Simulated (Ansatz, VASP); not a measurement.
Cs2Au in VASP and in Ansatz

```
Cs Au
1.0
     0.00000    4.34935    4.34935
     4.34935    0.00000    4.34935
     4.34935    4.34935    0.00000
Cs Au
2 1
Direct
  0.00000 0.00000 0.00000
  0.75000 0.75000 0.75000
  0.25000 0.25000 0.25000
```

Alike in both runs: functional PBE; k mesh 10 × 10 × 10; occupations gaussian, width 0.1 eV; no spin polarisation.

Ansatz relaxed the structure, and its values are those at the end. VASP's run is a single point on that final structure, the one shown.

|  | VASP | Ansatz |
| --- | --- | --- |
| version | VASP 6.6.1 | Ansatz 0.2.0 |
| potentials or method | VASP PAW PBE potentials, release 64 (Cs_sv, Au), cutoff 520 eV | scalar-relativistic, plane waves, PAW |
| valence electrons in the cell | 29 | 37 |

|  | VASP | Ansatz | Ansatz less VASP |
| --- | --- | --- | --- |
| gap on the k mesh at the Fermi level (eV) | none | none | - |
| pressure (GPa) | 0.0 | 0.0 | -0.01 |

A gap of «none» marks a metal or a gap that the smearing closes. VASP's potentials hold 29 valence electrons a cell and Ansatz's 37, so a difference there can come from the potentials and not from the codes.

Neither program's run includes spin-orbit coupling.
